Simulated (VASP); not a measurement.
# ZnO (P6_3mc) in VASP: further runs

The runs below take ZnO through single point, with RPBE, RPBE+D4, revPBE+D3(BJ).

Everything below comes from runs of VASP 6.6.1. Logs are shortened: lines on timing, memory, paths and dates and some standing lists are left out, and cuts for length are marked.

### Step 1. The cell of the first run

The structure is hexagonal, space group P6_3mc (No. 186). Conventional cell: a = 3.274 Å, b = 3.274 Å, c = 5.279 Å, α = 90.00°, β = 90.00°, γ = 120.00°. Zn (site symmetry 3m) has 4 O at 1.99 to 2.00 Å within 2.6 Å. Within 2.6 Å of O (site symmetry 3m) lie 4 Zn at 1.99 to 2.00 Å.

### Step 2. Single point, RPBE (volume scaled by 0.96)

Contents of INCAR:

```
  ALGO = Normal
  EDIFF = 1E-6
  ENCUT = 910
  GGA = RP
  GGA_COMPAT = F
  ISIF = 2
  ISMEAR = 0
  LASPH = T
  LCHARG = F
  LREAL = F
  LWAVE = F
  NBANDS = 26
  NELM = 120
  PREC = Accurate
  SIGMA = 0.05
```

Contents of KPOINTS:

```
k-points
0
Gamma
  8 8 6
```

Contents of POSCAR:

```
ZnO
1.0
    3.2741174879      0.0000000000      0.0000000000
   -1.6370587439      2.8354689195      0.0000000000
    0.0000000000      0.0000000000      5.2794593853
Zn O
2 2
Direct
    0.3333333333      0.6666666667      0.0014489168
    0.6666666667      0.3333333333      0.5014489168
    0.3333333333      0.6666666667      0.3806510832
    0.6666666667      0.3333333333      0.8806510832
```

Potentials or basis: VASP PAW PBE potentials, release 64 (Zn, O_h).

Launch:

```
cat potpaw_PBE.64/Zn/POTCAR potpaw_PBE.64/O_h/POTCAR > POTCAR
mpirun -np 1 vasp_std > vasp.out
```

OUTCAR:

```text
EDIFF = 1E-6
   ENCUT = 910
   GGA = RP
   ISIF = 2
   ISMEAR = 0
   LASPH = T
   LREAL = F
   NELM = 120
   PREC = Accurate

 ion  position               nearest neighbor table
   1  0.333  0.667  0.001-   4 1.99   4 1.99   4 1.99   3 2.00
   2  0.667  0.333  0.501-   3 1.99   3 1.99   3 1.99   4 2.00
   3  0.333  0.667  0.381-   2 1.99   2 1.99   2 1.99   1 2.00
   4  0.667  0.333  0.881-   1 1.99   1 1.99   1 1.99   2 2.00

  LATTYP: Found a hexagonal cell.
 ALAT       =     3.2741174879
 C/A-ratio  =     1.6124831821

  Lattice vectors:

 A1 = (   3.2741174879,   0.0000000000,   0.0000000000)
 A2 = (  -1.6370587439,   2.8354689195,   0.0000000000)
 A3 = (   0.0000000000,   0.0000000000,   5.2794593853)

Analysis of symmetry for initial positions (statically):
=====================================================================
 Subroutine PRICEL returns:
 Original cell was already a primitive cell.

 Routine SETGRP: Setting up the symmetry group for a
 hexagonal supercell.

 Subroutine GETGRP returns: Found 12 space group operations
 (whereof  6 operations were pure point group operations)
 out of a pool of 24 trial point group operations.

The static configuration has the point symmetry C_3v.
 The point group associated with its full space group is C_6v.

Analysis of symmetry for dynamics (positions and initial velocities):
=====================================================================
 Subroutine PRICEL returns:
 Original cell was already a primitive cell.

 Routine SETGRP: Setting up the symmetry group for a
 hexagonal supercell.

 Subroutine GETGRP returns: Found 12 space group operations
 (whereof  6 operations were pure point group operations)
 out of a pool of 24 trial point group operations.

The dynamic configuration has the point symmetry C_3v.
 The point group associated with its full space group is C_6v.

 Subroutine INISYM returns: Found 12 space group operations
 (whereof  6 operations are pure point group operations),
 and found     1 'primitive' translations

----------------------------------------------------------------------------------------

                                     Primitive cell

  volume of cell :      49.0127

  direct lattice vectors                    reciprocal lattice vectors
     3.274117488  0.000000000  0.000000000     0.305425814  0.176337676  0.000000000
    -1.637058744  2.835468919  0.000000000     0.000000000  0.352675352  0.000000000
     0.000000000  0.000000000  5.279459385     0.000000000  0.000000000  0.189413333

  length of vectors
     3.274117488  3.274117488  5.279459385     0.352675352  0.352675352  0.189413333

  position of ions in fractional coordinates (direct lattice)
     0.333333333  0.666666667  0.001448917
     0.666666667  0.333333333  0.501448917
     0.333333333  0.666666667  0.380651083
     0.666666667  0.333333333  0.880651083

  ion indices of the primitive-cell ions
   primitive index   ion index
                 1           1
                 2           2
                 3           3
                 4           4

----------------------------------------------------------------------------------------

 KPOINTS: k-points

Automatic generation of k-mesh.
 Grid dimensions read from file:
 generate k-points for:    8    8    6

 Generating k-lattice:

  Cartesian coordinates                     Fractional coordinates (reciprocal lattice)
     0.038178227  0.022042210  0.000000000     0.125000000  0.000000000  0.000000000
     0.000000000  0.044084419  0.000000000     0.000000000  0.125000000  0.000000000
     0.000000000  0.000000000  0.031568889     0.000000000  0.000000000  0.166666667

  Length of vectors
     0.044084419  0.044084419  0.031568889

  Shift w.r.t. Gamma in fractional coordinates (k-lattice)
     0.000000000  0.000000000  0.000000000

 Subroutine IBZKPT returns following result:
 ===========================================

 Found     40 irreducible k-points:

 Following reciprocal coordinates:
            Coordinates               Weight
  0.000000  0.000000  0.000000      1.000000
  0.125000  0.000000  0.000000      6.000000
  0.250000  0.000000  0.000000      6.000000
  0.375000  0.000000  0.000000      6.000000
  0.500000  0.000000  0.000000      3.000000
  0.125000  0.125000  0.000000      6.000000
[... 16 lines left out ...]
  0.250000  0.000000  0.333333     12.000000
  0.375000  0.000000  0.333333     12.000000
 [... further k-points ...]
   k-points           NKPTS =     40   k-points in BZ     NKDIM =     40   number of bands    NBANDS=     26
   number of dos      NEDOS =    301   number of ions     NIONS =      4
   total plane-waves  NPLWV =  55296
   dimension x,y,z NGX =    32 NGY =   32 NGZ =   54
   dimension x,y,z NGXF=    64 NGYF=   64 NGZF=  108
   ions per type =               2   2
   NGX,Y,Z   is equivalent  to a cutoff of  16.25, 16.25, 17.00 a.u.
   NGXF,Y,Z  is equivalent  to a cutoff of  32.50, 32.50, 34.01 a.u.
 SYSTEM =  unknown system
   PREC   = accura    normal or accurate (medium, high low for compatibility)
   ISTART =      0    job   : 0-new  1-cont  2-samecut
   ICHARG =      2    charge: 1-file 2-atom 10-const
   ISPIN  =      1    spin polarized calculation?
   LNONCOLLINEAR =      F non collinear calculations
   LSORBIT =      F    spin-orbit coupling
   LASPH  =      T    aspherical Exc in radial PAW
   ENCUT  =  910.0 eV  66.88 Ry    8.18 a.u.   8.05  8.05 12.99*2*pi/ulx,y,z
   NELM   =    120;   NELMIN=  2; NELMDL= -5     # of ELM steps
   EDIFF  = 0.1E-05   stopping-criterion for ELM
   LREAL  =      F    real-space projection
   EDIFFG = 0.1E-04   stopping-criterion for IOM
   NSW    =      0    number of steps for IOM
   IBRION =     -1    ionic relax: 0-MD 1-quasi-New 2-CG
   NFREE  =      0    steps in history (QN), initial steepest desc. (CG)
   ISIF   =      2    stress and relaxation
   ISYM   =      2    0-nonsym 1-usesym 2-fastsym
   POTIM  = 0.5000    time-step for ionic-motion
   TEBEG  =    0.0;   TEEND  =   0.0 temperature during run
   PSTRESS=    0.0 pullay stress
   NELECT =      36.0000    total number of electrons
   NUPDOWN=      -1.0000    fix difference up-down
   EMIN   =  10.00;   EMAX   =-10.00  energy-range for DOS
   EFERMI =   0.00;   METHOD = LEGACY
   ISMEAR =     0;   SIGMA  =   0.05  broadening in eV -4-tet -1-fermi 0-gaus
   EFERMI_NEDOS =   21; number of points for ismear=-14 and -15
   IALGO  =     38    algorithm
   IMIX   =      4    mixing-type and parameters
     AMIX     =   0.40;   BMIX     =  1.00
     AMIX_MAG =   1.60;   BMIX_MAG =  1.00
  volume/ion in A,a.u.               =      12.25        82.69
  Fermi-wavevector in a.u.,A,eV,Ry     =   1.477087  2.791290 29.685008  2.181787
  Thomas-Fermi vector in A             =   2.591534
   LORBIT       =      0    0 simple, 1 ext, 2 COOP (PROOUT), +10 PAW based schemes
   GGA     = RP    functional components
   LHFCALC =     F    Hartree Fock is set to
   AEXX    =    0.0000 exact exchange contribution
   IVDW    =     0    specifies the selected vdW correction
   LEPSILON=     F    determine dielectric tensor
   LRPA    =     F    only Hartree local field effects (RPA)
 non-spin polarized calculation
 Gauss-broadening in eV      SIGMA  =   0.05
  energy-cutoff  :      910.00
  volume of cell :       49.01
 maximum number of plane-waves:      3070
   NGX = 17   NGY = 17   NGZ = 25

 number of electron      36.0000001 magnetization

 Free energy of the ion-electron system (eV)
  ---------------------------------------------------
  ext. energy  EPLUGINS =         0.00000000
  ---------------------------------------------------
  free energy    TOTEN  =       -16.34521746 eV

  energy without entropy =      -16.34521746  energy(sigma->0) =      -16.34521746

 E-fermi :   1.6725     XC(G=0): -10.4970

 val. band max:        1.4414358826   @ k =   0.0000   0.0000   0.0000
 cond. band min:       2.2742060726   @ k =   0.0000   0.0000   0.0000
 fundamental gap:      0.8327701899
 Fermi energy:         1.6725140925

 k-point     1 :       0.0000    0.0000    0.0000
  band No.  band energies     occupation
      1     -16.5063      2.00000
      2     -15.8447      2.00000
      3      -4.1049      2.00000
      4      -4.1049      2.00000
      5      -4.0629      2.00000
      6      -3.9435      2.00000
[... 18 lines left out ...]
     25      15.5061      0.00000
     26      15.5061      0.00000

 k-point     2 :       0.1250    0.0000    0.0000
  band No.  band energies     occupation
      1     -16.4281      2.00000
      2     -15.8103      2.00000
      3      -4.1861      2.00000
      4      -4.0587      2.00000
      5      -4.0172      2.00000
      6      -3.9311      2.00000
[... 18 lines left out ...]
     25      15.5224      0.00000
     26      15.6559      0.00000

 k-point     3 :       0.2500    0.0000    0.0000
  band No.  band energies     occupation
      1     -16.2269      2.00000
      2     -15.7335      2.00000
      3      -4.3244      2.00000
      4      -4.0102      2.00000
      5      -3.9583      2.00000
      6      -3.8329      2.00000
[... 18 lines left out ...]
     25      14.7443      0.00000
     26      15.5451      0.00000

 k-point     4 :       0.3750    0.0000    0.0000
  band No.  band energies     occupation
      1     -15.9957      2.00000
      2     -15.6774      2.00000
      3      -4.3533      2.00000
      4      -4.0442      2.00000
      5      -3.8830      2.00000
      6      -3.6248      2.00000
[... 18 lines left out ...]
     25      14.7296      0.00000
     26      15.4798      0.00000
[... 496 lines left out ...]
      1     -16.2782      2.00000
      2     -15.9692      2.00000
      3      -4.2836      2.00000
      4      -4.2479      2.00000
      5      -4.0242      2.00000
      6      -4.0159      2.00000
[... 18 lines left out ...]
     25      14.5086      0.00000
     26      15.0493      0.00000

 k-point    23 :       0.2500    0.0000    0.3333
  band No.  band energies     occupation
      1     -16.1040      2.00000
      2     -15.8570      2.00000
      3      -4.4052      2.00000
      4      -4.2865      2.00000
      5      -3.9032      2.00000
      6      -3.8754      2.00000
[... 18 lines left out ...]
     25      14.7878      0.00000
     26      15.1634      0.00000

 k-point    24 :       0.3750    0.0000    0.3333
  band No.  band energies     occupation
      1     -15.9123      2.00000
      2     -15.7528      2.00000
      3      -4.4473      2.00000
      4      -4.3229      2.00000
      5      -3.7956      2.00000
      6      -3.6840      2.00000
[... 18 lines left out ...]
     25      14.8681      0.00000
     26      15.2466      0.00000

 [... further k-points ...]

------------------------ aborting loop because EDIFF is reached ----------------------------------------

  FORCE on cell =-STRESS in cart. coord.  units (eV):
  Direction    XX          YY          ZZ          XY          YZ          ZX
  --------------------------------------------------------------------------------------
  -------------------------------------------------------------------------------------
  Total        1.8320560      1.8320560      1.8533699      0.0000000      0.0000000      0.0000000
  in kB       59.8881270     59.8881270     60.5848555      0.0000000      0.0000000      0.0000000
  external PRESSURE =      60.1203699 kB  Pullay stress =       0.0000000 kB

 VOLUME and BASIS-vectors are now :
 -----------------------------------------------------------------------------
  energy-cutoff  :      910.00
  volume of cell :       49.01
      direct lattice vectors                 reciprocal lattice vectors
     3.274117488  0.000000000  0.000000000     0.305425814  0.176337676  0.000000000
    -1.637058744  2.835468919  0.000000000     0.000000000  0.352675352  0.000000000
     0.000000000  0.000000000  5.279459385     0.000000000  0.000000000  0.189413333

 POSITION                                       TOTAL-FORCE (eV/Angst)
 -----------------------------------------------------------------------------------
     -0.00000      1.89031      0.00765         0.000000     -0.000000     -0.005313
      1.63706      0.94516      2.64738        -0.000000     -0.000000     -0.005313
     -0.00000      1.89031      2.00963         0.000000      0.000000      0.005313
      1.63706      0.94516      4.64936        -0.000000     -0.000000      0.005313
 -----------------------------------------------------------------------------------
    total drift:                               -0.000000     -0.000000     -0.000584

  FREE ENERGIE OF THE ION-ELECTRON SYSTEM (eV)
  ---------------------------------------------------
  free  energy   TOTEN  =       -16.3452174578 eV

  energy  without entropy=      -16.3452174578  energy(sigma->0) =      -16.34521746
```

Run time: 93 s. Hardware: 1 thread of Intel Xeon Platinum 8488C (Sapphire Rapids), shared host; peak memory 0.28 GiB.

Results:

```
Free energy            : -16.3452 eV
Pressure               : 6.0 GPa
Largest force          : 0.005 eV/Å
Band gap on the k mesh : 0.83 eV, direct
```

Forces in eV/Å, atoms in the order of the input:
```
Zn   0.000  0.000 -0.005
Zn   0.000  0.000 -0.005
O    0.000  0.000  0.005
O    0.000  0.000  0.005
```

Caveat: the cutoff is under 1.25 times the usual one of these potentials, so pressure, stress and relaxed cells hold a basis-set (Pulay) error; the PAW data sets were made with another functional, which shifts forces and pressure a little.

(Continued in part 2 of 2.)
